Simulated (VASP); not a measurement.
ZnC2: relaxation of cell and atoms with PBE

ZnC2:

```
Zn C
1.0
    -2.15028    2.15028    2.51315
     2.15028   -2.15028    2.51315
     2.15028    2.15028   -2.51315
Zn C
1 2
Direct
  0.00000 0.00000 0.00000
  0.62331 0.62331 0.00000
  0.37669 0.37669 0.00000
```

```yaml
Program: VASP 6.6.1
Task: relaxation of cell and atoms
Functional: PBE
Potentials_or_basis: VASP PAW PBE potentials, release 64 (Zn, C)
Cutoff: 600 eV
k_mesh: 8 × 8 × 8
Occupations: gaussian, width 0.01 eV
Spin: no spin polarisation
Target_pressure: 41 GPa
Dipole_correction: no
Further_INCAR_settings: ALGO = Normal; EDIFF = 1e-06; IBRION = 2; EDIFFG = -0.001; NSW = 80; ISIF = 3
```

```
Relaxed volume                                         : 9.09 Å³/atom
Relaxed cell                                           : a = 3.440 Å, b = 3.440 Å, c = 3.440 Å, α = 123.18°, β = 123.18°, γ = 84.57°
Space group after relaxing (to 0.05 Å)                 : I4/mmm (No. 139)
Energy change on relaxing (the enthalpy is what falls) : +432.8 meV/atom
Ionic steps                                            : 57
Pressure after relaxing                                : 41.0 GPa
Band gap on the k mesh                                 : 0.72 eV, indirect (least direct gap 2.88 eV)
```

The path:
```csv
step,energy change (eV),largest force (eV/Å),pressure (GPa),volume (Å³)
1,0.0000,0.0411,0.24,46.48
3,0.8384,6.5188,35.47,37.37
5,1.2052,6.1248,36.91,32.90
7,1.8266,4.3992,55.99,26.27
9,1.4405,0.9999,53.49,27.07
11,1.1411,0.4764,38.37,27.97
13,1.1476,0.5445,39.06,27.92
15,1.2119,0.2331,37.15,27.63
17,1.2453,0.0919,39.07,27.49
19,1.2844,0.2745,40.44,27.33
21,1.3050,0.0002,40.70,27.25
23,1.3126,0.0520,41.28,27.22
25,1.3121,0.0321,41.19,27.22
27,1.3070,0.0001,41.22,27.24
29,1.3056,0.0092,41.26,27.25
31,1.3008,0.0189,41.09,27.27
33,1.2987,0.0031,41.09,27.28
35,1.2985,0.0044,41.04,27.28
37,1.2978,0.0057,41.04,27.28
39,1.2978,0.0058,41.01,27.28
41,1.2973,0.0018,40.98,27.28
43,1.2975,0.0006,40.98,27.28
45,1.2975,0.0029,40.98,27.28
47,1.2977,0.0029,40.99,27.28
49,1.2977,0.0029,40.99,27.28
51,1.2979,0.0034,41.00,27.28
53,1.2982,0.0008,41.01,27.28
55,1.2983,0.0061,40.99,27.28
57,1.2984,0.0003,41.01,27.28
```

Final structure:
```cif
data_structure
_symmetry_space_group_name_H-M 'P 1'
_symmetry_Int_Tables_number 1
_cell_length_a 3.4404
_cell_length_b 3.4404
_cell_length_c 3.4404
_cell_angle_alpha 123.182
_cell_angle_beta 123.182
_cell_angle_gamma 84.572
_cell_volume 27.28
loop_
_atom_site_label
_atom_site_type_symbol
_atom_site_fract_x
_atom_site_fract_y
_atom_site_fract_z
_atom_site_occupancy
Zn1 Zn 0.00000 0.00000 0.00000 1
C1 C 0.62200 0.62200 0.00000 1
C2 C 0.37800 0.37800 0.00000 1
```

Levels at points of the mesh, in eV from the valence-band top:
```csv
k point,band 8,band 9,band 10,band 11,band 12,band 13
"(0.00, 0.00, 0.00)",-3.33,-2.34,-2.34,3.10,3.10,8.35
"(0.50, 0.00, 0.00)",-4.94,-1.92,-1.41,3.39,3.48,6.88
"(0.50, 0.50, 0.00)",-6.33,-4.06,-4.00,0.72,6.79,7.23
"(0.50, 0.50, 0.50)",-4.92,-4.92,-1.90,3.52,6.74,7.17
```

It took 8.8 min on 1 thread of AMD EPYC 9R45 96-Core Processor (Zen 5), with other jobs on the host, peak memory 0.19 GiB.

Caveat: the cell is relaxed towards a set pressure, so the enthalpy falls and the energy may rise; the volume moved by over 15 % at a fixed basis, so the end points are rough. A k mesh can miss the band edges.
